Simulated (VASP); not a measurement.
# N (P2_13) in VASP: a series of runs

The runs below take N through single point, molecular dynamics, with PBE+D3(BJ).

Program: VASP 6.6.1. These are calculated values, not measurements. Logs are shortened: lines on timing, memory, paths and dates and some standing lists are left out, and cuts for length are marked.

## (1) The cell of the first run

It takes space group P2_13 (No. 198, cubic). Conventional cell: a = 5.815 Å, b = 5.815 Å, c = 5.815 Å, α = 90.00°, β = 90.00°, γ = 90.00°. N (site symmetry 3) has 1 N at 1.11 Å within 1.5 Å. N (site symmetry 3) has 1 N at 1.11 Å within 1.5 Å.

## (2) Single point, PBE+D3(BJ)

INCAR reads:

```
SYSTEM = N
PREC     = Accurate       ! precision mode
ENCUT    = 520            ! plane-wave cutoff, eV
EDIFF    = 1E-7           ! SCF threshold, eV
ISMEAR   = 0              ! smearing method
SIGMA    = 0.1            ! smearing width, eV
LREAL    = Auto         
LASPH    = .TRUE.         ! aspherical terms in the spheres
NELM     = 100            ! most SCF steps
ALGO     = Normal         ! electronic algorithm
ISIF     = 2              ! what is computed and relaxed
LWAVE    = .FALSE.        ! write WAVECAR
LCHARG   = .FALSE.        ! write CHGCAR
GGA      = PE             ! functional
IVDW     = 12             ! dispersion correction
ISYM     = 0            
NBANDS   = 54             ! bands
```

KPOINTS reads:

```
Automatic mesh
0
Gamma
  2 2 2
  0.5 0.5 0.5
```

POSCAR reads:

```
N
1.0
   -5.8151017200      5.8151017200      0.0000000000
    0.0000000000      5.8151017200     -5.8151017200
   -5.8151017200      0.0000000000     -5.8151017200
N
16
Direct
    0.5319507200      0.5319507200      0.4041478400
    0.0319507200      0.0319507200      0.9041478400
    0.0319507200      0.9041478400      0.5319507200
    0.5319507200      0.4041478400      0.0319507200
    0.9041478400      0.5319507200      0.5319507200
    0.4041478400      0.0319507200      0.0319507200
    0.5319507200      0.0319507200      0.5319507200
    0.0319507200      0.5319507200      0.0319507200
    0.9770694300      0.9770694300      0.0687917100
    0.4770694300      0.4770694300      0.5687917100
    0.4770694300      0.5687917100      0.9770694300
    0.9770694300      0.0687917100      0.4770694300
    0.5687917100      0.9770694300      0.9770694300
    0.0687917100      0.4770694300      0.4770694300
    0.9770694300      0.4770694300      0.9770694300
    0.4770694300      0.9770694300      0.4770694300
```

Potentials or basis: VASP PAW PBE potentials, release 64 (N).

Run with:

```console
cat potpaw_PBE.64/N/POTCAR > POTCAR
mpirun -np 1 vasp_std > vasp.out
```

OUTCAR:

```text
SYSTEM = N
   PREC = Accurate
   ENCUT = 520
   EDIFF = 1E-7
   ISMEAR = 0
   LREAL = Auto
   LASPH = .TRUE.
   NELM = 100
   ISIF = 2
   GGA = PE
   IVDW = 12
   ISYM = 0
 IVDW          = 12

 ion  position               nearest neighbor table
   1  0.532  0.532  0.404-  10 1.11
   2  0.032  0.032  0.904-   9 1.11
   3  0.032  0.904  0.532-  12 1.11
   4  0.532  0.404  0.032-  11 1.11
   5  0.904  0.532  0.532-  14 1.11
   6  0.404  0.032  0.032-  13 1.11
[... 8 lines left out ...]
  15  0.977  0.477  0.977-   8 1.11
  16  0.477  0.977  0.477-   7 1.11

IMPORTANT INFORMATION: All symmetrisations will be switched off!
NOSYMM: (Re-)initialisation of all symmetry stuff for point group C_1.

----------------------------------------------------------------------------------------

                                     Primitive cell

  volume of cell :     393.2801

  direct lattice vectors                    reciprocal lattice vectors
    -5.815101720  5.815101720  0.000000000    -0.085983019  0.085983019  0.085983019
     0.000000000  5.815101720 -5.815101720     0.085983019  0.085983019 -0.085983019
    -5.815101720  0.000000000 -5.815101720    -0.085983019 -0.085983019 -0.085983019

  length of vectors
     8.223795719  8.223795719  8.223795719     0.148926957  0.148926957  0.148926957

  position of ions in fractional coordinates (direct lattice)
     0.531950720  0.531950720  0.404147840
     0.031950720  0.031950720  0.904147840
     0.031950720  0.904147840  0.531950720
     0.531950720  0.404147840  0.031950720
     0.904147840  0.531950720  0.531950720
     0.404147840  0.031950720  0.031950720
[... 8 lines left out ...]
     0.977069430  0.477069430  0.977069430
     0.477069430  0.977069430  0.477069430

  ion indices of the primitive-cell ions
   primitive index   ion index
                 1           1
                 2           2
                 3           3
                 4           4
                 5           5
                 6           6
[... 8 lines left out ...]
                15          15
                16          16

----------------------------------------------------------------------------------------

 KPOINTS: Automatic mesh

Automatic generation of k-mesh.
 Grid dimensions read from file:
 generate k-points for:    2    2    2

 Generating k-lattice:
[... 54 lines left out ...]
   LREAL  =      T    real-space projection
   EDIFFG = 0.1E-05   stopping-criterion for IOM
   NSW    =      0    number of steps for IOM
   IBRION =     -1    ionic relax: 0-MD 1-quasi-New 2-CG
   NFREE  =      0    steps in history (QN), initial steepest desc. (CG)
   ISIF   =      2    stress and relaxation
   ISYM   =      0    0-nonsym 1-usesym 2-fastsym
   POTIM  = 0.5000    time-step for ionic-motion
   TEBEG  =    0.0;   TEEND  =   0.0 temperature during run
   PSTRESS=    0.0 pullay stress
   NELECT =      80.0000    total number of electrons
   NUPDOWN=      -1.0000    fix difference up-down
   EMIN   =  10.00;   EMAX   =-10.00  energy-range for DOS
   EFERMI =   0.00;   METHOD = LEGACY
   ISMEAR =     0;   SIGMA  =   0.10  broadening in eV -4-tet -1-fermi 0-gaus
   EFERMI_NEDOS =   21; number of points for ismear=-14 and -15
   IALGO  =     38    algorithm
   IMIX   =      4    mixing-type and parameters
     AMIX     =   0.40;   BMIX     =  1.00
     AMIX_MAG =   1.60;   BMIX_MAG =  1.00
  volume/ion in A,a.u.               =      24.58       165.87
  Fermi-wavevector in a.u.,A,eV,Ry     =   0.962803  1.819434 12.612464  0.926990
  Thomas-Fermi vector in A             =   2.092294
   LORBIT       =      0    0 simple, 1 ext, 2 COOP (PROOUT), +10 PAW based schemes
   GGA     = PE    functional components
   LHFCALC =     F    Hartree Fock is set to
   AEXX    =    0.0000 exact exchange contribution
   IVDW    =    12    specifies the selected vdW correction
   LEPSILON=     F    determine dielectric tensor
   LRPA    =     F    only Hartree local field effects (RPA)
 non-spin polarized calculation
 Gauss-broadening in eV      SIGMA  =   0.10
  energy-cutoff  :      520.00
  volume of cell :      393.28
 maximum number of plane-waves:     10594
 NGX is ok and might be reduce to    64
   NGX = 31   NGY = 31   NGZ = 31

 number of electron      79.9999997 magnetization

 Free energy of the ion-electron system (eV)
  ---------------------------------------------------
  ext. energy  EPLUGINS =         0.00000000
  ---------------------------------------------------
  free energy    TOTEN  =      -133.33889023 eV

  energy without entropy =     -133.33889023  energy(sigma->0) =     -133.33889023

 E-fermi :  -6.4021     XC(G=0):  -6.1395

 val. band max:       -6.8662546943   @ k =   0.5000   0.5000   0.2500
 cond. band min:       0.6516839550   @ k =   0.2500   0.2500   0.2500
 fundamental gap:      7.5179386492
 Fermi energy:        -6.4021152414

 k-point     1 :       0.2500    0.2500    0.2500
  band No.  band energies     occupation
      1     -25.1198      2.00000
      2     -25.0988      2.00000
      3     -25.0939      2.00000
      4     -25.0925      2.00000
      5     -25.0915      2.00000
      6     -25.0870      2.00000
[... 869 lines left out ...]
     51       1.2511      0.00000
     52       1.3086      0.00000
 [bands above 52 left out]

------------------------ aborting loop because EDIFF is reached ----------------------------------------

 Edisp (eV)   -0.77220

 E8    (eV) :    -0.1797

  FORCE on cell =-STRESS in cart. coord.  units (eV):
  Direction    XX          YY          ZZ          XY          YZ          ZX
  --------------------------------------------------------------------------------------
  -------------------------------------------------------------------------------------
  Total       2.40584     2.40584     2.40584    -0.00002    -0.00001     0.00001
  in kB       9.80112     9.80113     9.80113    -0.00007    -0.00006     0.00005
  external pressure =        9.80 kB  Pullay stress =        0.00 kB

 VOLUME and BASIS-vectors are now :
 -----------------------------------------------------------------------------
  energy-cutoff  :      520.00
  volume of cell :      393.28
      direct lattice vectors                 reciprocal lattice vectors
    -5.815101720  5.815101720  0.000000000    -0.085983019  0.085983019  0.085983019
     0.000000000  5.815101720 -5.815101720     0.085983019  0.085983019 -0.085983019
    -5.815101720  0.000000000 -5.815101720    -0.085983019 -0.085983019 -0.085983019

 POSITION                                       TOTAL-FORCE (eV/Angst)
 -----------------------------------------------------------------------------------
     -5.44351      6.18670     -5.44351         0.645583      0.645578      0.645581
     -5.44351      0.37159     -5.44351         0.645579      0.645580      0.645580
     -3.27914      5.44351     -8.35106        -0.645580     -0.645583      0.645581
     -3.27914      5.44351     -2.53596        -0.645576     -0.645581      0.645580
     -8.35106      8.35106     -6.18670         0.645579     -0.645577     -0.645578
     -2.53596      2.53596     -0.37159         0.645581     -0.645578     -0.645578
[... 8 lines left out ...]
    -11.36352      8.45597     -8.45597         0.654100     -0.654099      0.654097
     -5.54841      8.45597     -8.45597         0.654101     -0.654100      0.654098
 -----------------------------------------------------------------------------------
    total drift:                               -0.000013      0.000007      0.000013

  FREE ENERGIE OF THE ION-ELECTRON SYSTEM (eV)
  ---------------------------------------------------
  free  energy   TOTEN  =      -134.1110853980 eV

  energy  without entropy=     -134.1110853980  energy(sigma->0) =     -134.11108540
```

OSZICAR:

```text
N       E                     dE             d eps       ncg     rms          rms(c)
DAV:   1     0.561937604308E+03    0.56194E+03   -0.35612E+04  1752   0.124E+03
DAV:   2    -0.758809645529E+02   -0.63782E+03   -0.61892E+03  2386   0.296E+02
DAV:   3    -0.138812063598E+03   -0.62931E+02   -0.62463E+02  2008   0.992E+01
DAV:   4    -0.139977640593E+03   -0.11656E+01   -0.11612E+01  1980   0.154E+01
DAV:   5    -0.140023313472E+03   -0.45673E-01   -0.45660E-01  2562   0.241E+00    0.225E+01
DAV:   6    -0.134602717792E+03    0.54206E+01   -0.81644E+00  1862   0.112E+01    0.129E+01
DAV:   7    -0.133372906508E+03    0.12298E+01   -0.55231E+00  1986   0.931E+00    0.355E+00
DAV:   8    -0.133341132108E+03    0.31774E-01   -0.50063E-01  2176   0.296E+00    0.596E-01
DAV:   9    -0.133338617810E+03    0.25143E-02   -0.22097E-02  2122   0.607E-01    0.245E-01
DAV:  10    -0.133338948598E+03   -0.33079E-03   -0.17185E-03  2176   0.214E-01    0.105E-01
DAV:  11    -0.133338890551E+03    0.58047E-04   -0.13104E-04  2104   0.576E-02    0.115E-02
DAV:  12    -0.133338888719E+03    0.18318E-05   -0.15282E-05  2416   0.167E-02    0.116E-02
DAV:  13    -0.133338890347E+03   -0.16273E-05   -0.10249E-06  2138   0.555E-03    0.100E-03
DAV:  14    -0.133338890124E+03    0.22294E-06   -0.93465E-08  1536   0.181E-03    0.128E-03
DAV:  15    -0.133338890310E+03   -0.18666E-06   -0.44001E-08  1462   0.104E-03    0.418E-04
DAV:  16    -0.133338890232E+03    0.78633E-07   -0.95626E-09  1536   0.489E-04
   1 F= -.13411109E+03 E0= -.13411109E+03  d E =-.391085E-10
```

It took 7.4 min on 1 thread of Intel Xeon Platinum 8488C (Sapphire Rapids), shared host; peak memory 0.61 GiB.

What came out:

```
Free energy                : -134.1111 eV
Pressure                   : 1.0 GPa
Largest force              : 1.133 eV/Å
Band gap on the k mesh     : 7.52 eV
Dispersion energy per atom : -0.048 eV
```

Forces on the atoms (eV/Å):
```
N    0.646  0.646  0.646
N    0.646  0.646  0.646
N   -0.646 -0.646  0.646
N   -0.646 -0.646  0.646
N    0.646 -0.646 -0.646
N    0.646 -0.646 -0.646
N   -0.646  0.646 -0.646
N   -0.646  0.646 -0.646
N   -0.654 -0.654 -0.654
N   -0.654 -0.654 -0.654
N    0.654  0.654 -0.654
N    0.654  0.654 -0.654
N   -0.654  0.654  0.654
N   -0.654  0.654  0.654
N    0.654 -0.654  0.654
N    0.654 -0.654  0.654
```

Levels at points of the mesh, in eV from the valence-band top:
| k point | band 36 | band 37 | band 38 | band 39 | band 40 | band 41 | band 42 | band 43 | band 44 | band 45 |
| --- | --- | --- | --- | --- | --- | --- | --- | --- | --- | --- |
| (0.25, 0.25, 0.25) | -0.12 | -0.12 | -0.02 | -0.01 | 0.00 | 7.52 | 7.52 | 7.57 | 7.89 | 7.95 |

Caveat: the standard files for N, O and F lose accuracy on very short bonds; a shifted mesh leaves out Γ, where band edges can lie; forces of over 1 eV/Å act on the atoms, so gaps and moduli don't describe the material at rest.

(Continued in part 2 of 2.)
